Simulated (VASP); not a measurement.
# MgO in VASP: relaxation of the atoms with PBE

Aim: the relaxation of the atoms of MgO with PBE.

Program: VASP 6.6.1. These are calculated values, not measurements. Logs are shortened: lines on timing, memory, paths and dates and some standing lists are left out, and cuts for length are marked.

### 1 The cell of the first run

The cell holds a slab with vacuum, 8 atoms: a = 3.008 Å, b = 3.008 Å, c = 23.381 Å, α = 90.00°, β = 90.00°, γ = 90.00°.

### 2 Relaxation of the atoms, PBE

File INCAR:

```
SYSTEM = MgO
PREC     = Accurate       ! precision mode
ENCUT    = 520            ! plane-wave cutoff, eV
EDIFF    = 1E-6           ! SCF threshold, eV
ISMEAR   = 0              ! smearing method
SIGMA    = 0.05           ! smearing width, eV
LREAL    = .FALSE.        ! projectors in reciprocal space
LASPH    = .TRUE.         ! aspherical terms in the spheres
NELM     = 80             ! most SCF steps
ALGO     = Normal         ! electronic algorithm
ISIF     = 2              ! what is computed and relaxed
LWAVE    = .FALSE.        ! write WAVECAR
LCHARG   = .FALSE.        ! write CHGCAR
LDIPOL   = .TRUE.       
IDIPOL   = 3            
DIPOL    = 0.5 0.5 0.500
GGA      = PE             ! functional
IBRION   = 2              ! ionic algorithm
NSW      = 90             ! ionic steps
EDIFFG   = -0.03          ! ionic threshold
```

File KPOINTS:

```
Automatic mesh
0
G
  9 9 1
  0 0 0
```

File POSCAR:

```
MgO
1.0
    3.0078233108      0.0000000000      0.0000000000
    0.0000000000      3.0078233108      0.0000000000
    0.0000000000      0.0000000000     23.3805567790
Mg O
4 4
Selective dynamics
Direct
    0.5000000000      0.5000000000      0.3635499394  F F F
    0.0000000000      0.0000000000      0.4545166465  F F F
    0.5000000000      0.5000000000      0.5454833535  T T T
    0.0000000000      0.0000000000      0.6364500606  T T T
    0.0000000000      0.0000000000      0.3635499394  F F F
    0.5000000000      0.5000000000      0.4545166465  F F F
    0.0000000000      0.0000000000      0.5454833535  T T T
    0.5000000000      0.5000000000      0.6364500606  T T T
```

Potentials or basis: VASP PAW PBE potentials, release 64 (Mg, O).

On the command line:

```bash
$ cat potpaw_PBE.64/Mg/POTCAR potpaw_PBE.64/O/POTCAR > POTCAR
$ mpirun -np 1 vasp_std > vasp.out
```

OUTCAR:

```text
SYSTEM = MgO
   PREC = Accurate
   ENCUT = 520
   EDIFF = 1E-6
   ISMEAR = 0
   LREAL = .FALSE.
   LASPH = .TRUE.
   NELM = 80
   ISIF = 2
   GGA = PE
   IBRION = 2
   NSW = 90
   EDIFFG = -0.03

 ion  position               nearest neighbor table
   1  0.500  0.500  0.364-   5 2.13   5 2.13   5 2.13   5 2.13   6 2.13   2 3.01   2 3.01   2 3.01
                             2 3.01
   2  0.000  0.000  0.455-   7 2.13   6 2.13   6 2.13   6 2.13   6 2.13   5 2.13   3 3.01   3 3.01
                             3 3.01   3 3.01   1 3.01   1 3.01   1 3.01   1 3.01
   3  0.500  0.500  0.545-   6 2.13   7 2.13   7 2.13   7 2.13   7 2.13   8 2.13   2 3.01   2 3.01
                             2 3.01   2 3.01   4 3.01   4 3.01   4 3.01   4 3.01
   4  0.000  0.000  0.636-   8 2.13   8 2.13   8 2.13   8 2.13   7 2.13   3 3.01   3 3.01   3 3.01
                             3 3.01
   5  0.000  0.000  0.364-   1 2.13   1 2.13   1 2.13   1 2.13   2 2.13
   6  0.500  0.500  0.455-   3 2.13   2 2.13   2 2.13   2 2.13   2 2.13   1 2.13
   7  0.000  0.000  0.545-   2 2.13   3 2.13   3 2.13   3 2.13   3 2.13   4 2.13
   8  0.500  0.500  0.636-   4 2.13   4 2.13   4 2.13   4 2.13   3 2.13

  LATTYP: Found a simple tetragonal cell.
 ALAT       =     3.0078233108
 C/A-ratio  =     7.7732480811

  Lattice vectors:

 A1 = (   3.0078233108,   0.0000000000,   0.0000000000)
 A2 = (   0.0000000000,   3.0078233108,   0.0000000000)
 A3 = (   0.0000000000,   0.0000000000,  23.3805567790)

Analysis of symmetry for initial positions (statically):
=====================================================================
 Subroutine PRICEL returns:
 Original cell was already a primitive cell.

 Routine SETGRP: Setting up the symmetry group for a
 simple tetragonal supercell.

 Subroutine GETGRP returns: Found 16 space group operations
 (whereof  8 operations were pure point group operations)
 out of a pool of 16 trial point group operations.

The static configuration has the point symmetry C_4v.
 The point group associated with its full space group is D_4h.

Analysis of symmetry for dynamics (positions and initial velocities):
=====================================================================
 Subroutine PRICEL returns:
 Original cell was already a primitive cell.

 Routine SETGRP: Setting up the symmetry group for a
 simple tetragonal supercell.

 Subroutine GETGRP returns: Found 16 space group operations
 (whereof  8 operations were pure point group operations)
 out of a pool of 16 trial point group operations.

The dynamic configuration has the point symmetry C_4v.
 The point group associated with its full space group is D_4h.

Analysis of constrained symmetry for selective dynamics:
=====================================================================
 Subroutine PRICEL returns:
 Original cell was already a primitive cell.

 Routine SETGRP: Setting up the symmetry group for a
 simple tetragonal supercell.

 Subroutine GETGRP returns: Found  8 space group operations
 (whereof  8 operations were pure point group operations)
 out of a pool of 16 trial point group operations.

The constrained configuration has the point symmetry C_4v.

 Subroutine INISYM returns: Found  8 space group operations
 (whereof  8 operations are pure point group operations),
 and found     1 'primitive' translations

----------------------------------------------------------------------------------------

                                     Primitive cell

  volume of cell :     211.5239

  direct lattice vectors                    reciprocal lattice vectors
     3.007823311  0.000000000  0.000000000     0.332466338  0.000000000  0.000000000
     0.000000000  3.007823311  0.000000000     0.000000000  0.332466338  0.000000000
     0.000000000  0.000000000 23.380556779     0.000000000  0.000000000  0.042770581

  length of vectors
     3.007823311  3.007823311 23.380556779     0.332466338  0.332466338  0.042770581

  position of ions in fractional coordinates (direct lattice)
     0.500000000  0.500000000  0.363549939
     0.000000000  0.000000000  0.454516646
     0.500000000  0.500000000  0.545483354
     0.000000000  0.000000000  0.636450061
     0.000000000  0.000000000  0.363549939
[... 38 lines left out ...]

 Found     15 irreducible k-points:

 Following reciprocal coordinates:
            Coordinates               Weight
  0.000000  0.000000  0.000000      1.000000
  0.111111  0.000000  0.000000      4.000000
  0.222222  0.000000  0.000000      4.000000
  0.333333  0.000000  0.000000      4.000000
  0.444444  0.000000  0.000000      4.000000
  0.111111  0.111111  0.000000      4.000000
  0.222222  0.111111  0.000000      8.000000
  0.333333  0.111111  0.000000      8.000000
  0.444444  0.111111  0.000000      8.000000
  0.222222  0.222222  0.000000      4.000000
  0.333333  0.222222  0.000000      8.000000
  0.444444  0.222222  0.000000      8.000000
  0.333333  0.333333  0.000000      4.000000
  0.444444  0.333333  0.000000      8.000000
  0.444444  0.444444  0.000000      4.000000
   k-points           NKPTS =     15   k-points in BZ     NKDIM =     15   number of bands    NBANDS=     21
   number of dos      NEDOS =    301   number of ions     NIONS =      8
   total plane-waves  NPLWV = 103680
   dimension x,y,z NGX =    24 NGY =   24 NGZ =  180
   dimension x,y,z NGXF=    48 NGYF=   48 NGZF=  360
   ions per type =               4   4
   NGX,Y,Z   is equivalent  to a cutoff of  13.27, 13.27, 12.80 a.u.
   NGXF,Y,Z  is equivalent  to a cutoff of  26.53, 26.53, 25.60 a.u.
 SYSTEM =  MgO
   PREC   = accura    normal or accurate (medium, high low for compatibility)
   ISTART =      0    job   : 0-new  1-cont  2-samecut
   ICHARG =      2    charge: 1-file 2-atom 10-const
   ISPIN  =      1    spin polarized calculation?
   LNONCOLLINEAR =      F non collinear calculations
   LSORBIT =      F    spin-orbit coupling
   LASPH  =      T    aspherical Exc in radial PAW
   ENCUT  =  520.0 eV  38.22 Ry    6.18 a.u.   5.59  5.59 43.47*2*pi/ulx,y,z
   NELM   =     80;   NELMIN=  2; NELMDL= -5     # of ELM steps
   EDIFF  = 0.1E-05   stopping-criterion for ELM
   LREAL  =      F    real-space projection
   EDIFFG = -.3E-01   stopping-criterion for IOM
   NSW    =     90    number of steps for IOM
   IBRION =      2    ionic relax: 0-MD 1-quasi-New 2-CG
   NFREE  =      1    steps in history (QN), initial steepest desc. (CG)
   ISIF   =      2    stress and relaxation
   ISYM   =      2    0-nonsym 1-usesym 2-fastsym
   POTIM  = 0.5000    time-step for ionic-motion
   TEBEG  =    0.0;   TEEND  =   0.0 temperature during run
   PSTRESS=    0.0 pullay stress
   NELECT =      32.0000    total number of electrons
   NUPDOWN=      -1.0000    fix difference up-down
   EMIN   =  10.00;   EMAX   =-10.00  energy-range for DOS
   EFERMI =   0.00;   METHOD = LEGACY
   ISMEAR =     0;   SIGMA  =   0.05  broadening in eV -4-tet -1-fermi 0-gaus
   EFERMI_NEDOS =   21; number of points for ismear=-14 and -15
   IALGO  =     38    algorithm
   IMIX   =      4    mixing-type and parameters
     AMIX     =   0.40;   BMIX     =  1.00
     AMIX_MAG =   1.60;   BMIX_MAG =  1.00
  volume/ion in A,a.u.               =      26.44       178.43
  Fermi-wavevector in a.u.,A,eV,Ry     =   0.872312  1.648430 10.353048  0.760928
  Thomas-Fermi vector in A             =   1.991543
   LORBIT       =      0    0 simple, 1 ext, 2 COOP (PROOUT), +10 PAW based schemes
   GGA     = PE    functional components
   LHFCALC =     F    Hartree Fock is set to
   AEXX    =    0.0000 exact exchange contribution
   IVDW    =     0    specifies the selected vdW correction
   LEPSILON=     F    determine dielectric tensor
   LRPA    =     F    only Hartree local field effects (RPA)
 conjugate gradient relaxation of ions
 non-spin polarized calculation
 Gauss-broadening in eV      SIGMA  =   0.05
  energy-cutoff  :      520.00
  volume of cell :      211.52
 maximum number of plane-waves:      5739
 NGX is ok and might be reduce to    24
   NGX = 11   NGY = 11   NGZ = 87

 dipolmoment           0.000000      0.000000     -0.000000 electrons x Angstroem

--------------------------------------- Ionic step        1  -------------------------------------------

 number of electron      32.0000001 magnetization

 Free energy of the ion-electron system (eV)
  ---------------------------------------------------
  ext. energy  EPLUGINS =         0.00000000
  ---------------------------------------------------
  free energy    TOTEN  =       -46.60265650 eV

  energy without entropy =      -46.60265650  energy(sigma->0) =      -46.60265650

------------------------ aborting loop because EDIFF is reached ----------------------------------------

 vacuum level on the upper side and lower side of the slab       (xc-potential included)        -0.185        -0.186

  FORCE on cell =-STRESS in cart. coord.  units (eV):
  Direction    XX          YY          ZZ          XY          YZ          ZX
  --------------------------------------------------------------------------------------
  -------------------------------------------------------------------------------------
  Total       -4.1239018     -4.1239018     -0.2374467      0.0000000      0.0000000      0.0000000
  in kB      -31.2362870    -31.2362870     -1.7985284      0.0000000      0.0000000      0.0000000
  external PRESSURE =     -21.4237008 kB  Pullay stress =       0.0000000 kB
[... 113 lines left out ...]
--------------------------------------- Ionic step        4  -------------------------------------------

 number of electron      32.0000000 magnetization

 dipolmoment           0.000000      0.000000      0.020530 electrons x Angstroem

 Free energy of the ion-electron system (eV)
  ---------------------------------------------------
  ext. energy  EPLUGINS =         0.00000000
  ---------------------------------------------------
  free energy    TOTEN  =       -46.61429483 eV

  energy without entropy =      -46.61429483  energy(sigma->0) =      -46.61429483

 E-fermi :  -1.8309     XC(G=0):  -4.6342

 val. band max:       -2.1191734487   @ k =   0.0000   0.0000   0.0000
 cond. band min:       1.1622540713   @ k =   0.0000   0.0000   0.0000
 fundamental gap:      3.2814275200
 Fermi energy:        -1.8309330371

 k-point     1 :       0.0000    0.0000    0.0000
  band No.  band energies     occupation
      1     -19.0048      2.00000
      2     -18.4978      2.00000
      3     -17.9504      2.00000
      4     -17.7197      2.00000
      5      -5.6849      2.00000
      6      -4.7247      2.00000
[... 349 lines left out ...]
     20       7.5810      0.00000
     21       7.8477      0.00000

------------------------ aborting loop because EDIFF is reached ----------------------------------------

 vacuum level on the upper side and lower side of the slab       (xc-potential included)         0.193        -0.288

  FORCE on cell =-STRESS in cart. coord.  units (eV):
  Direction    XX          YY          ZZ          XY          YZ          ZX
  --------------------------------------------------------------------------------------
  -------------------------------------------------------------------------------------
  Total       -4.0850887     -4.0850887     -0.2158039      0.0000000     -0.0000000      0.0000000
  in kB      -30.9422991    -30.9422991     -1.6345962      0.0000000     -0.0000000      0.0000000
  external PRESSURE =     -21.1730648 kB  Pullay stress =       0.0000000 kB
[... 23 lines left out ...]
  FREE ENERGIE OF THE ION-ELECTRON SYSTEM (eV)
  ---------------------------------------------------
  free  energy   TOTEN  =       -46.6142948334 eV

  energy  without entropy=      -46.6142948334  energy(sigma->0) =      -46.61429483

 reached required accuracy - stopping structural energy minimisation

 vacuum level on the upper side and lower side of the slab         3.118         2.700
```

It took 3.3 min on 1 thread of Intel Xeon Platinum 8124M at 3.00GHz (Skylake/Cascade Lake), shared host; peak memory 0.34 GiB.

What came out:

```
Free energy               : -46.6143 eV
Energy gained by relaxing : 1.5 meV/atom
Ionic steps               : 4
Band gap on the k mesh    : 3.28 eV
```

The path:
```
step  energy change (eV)  largest force on free atoms (eV/Å)  pressure (GPa)
   1              0.0000                              0.4690           -2.14
   2             -0.0111                              0.0921           -2.13
   3             -0.0112                              0.1020           -2.12
   4             -0.0116                              0.0156           -2.12
```

Final structure:
```xyz
8
Lattice="3.0078 0.0000 0.0000 0.0000 3.0078 0.0000 0.0000 0.0000 23.3806" Properties=species:S:1:pos:R:3 pbc="T T T"
Mg    1.5039    1.5039    8.5000
Mg    0.0000    0.0000   10.6269
Mg    1.5039    1.5039   12.7579
Mg    0.0000    0.0000   14.8542
O     0.0000    0.0000    8.5000
O     1.5039    1.5039   10.6269
O     0.0000    0.0000   12.7486
O     1.5039    1.5039   14.9051
```
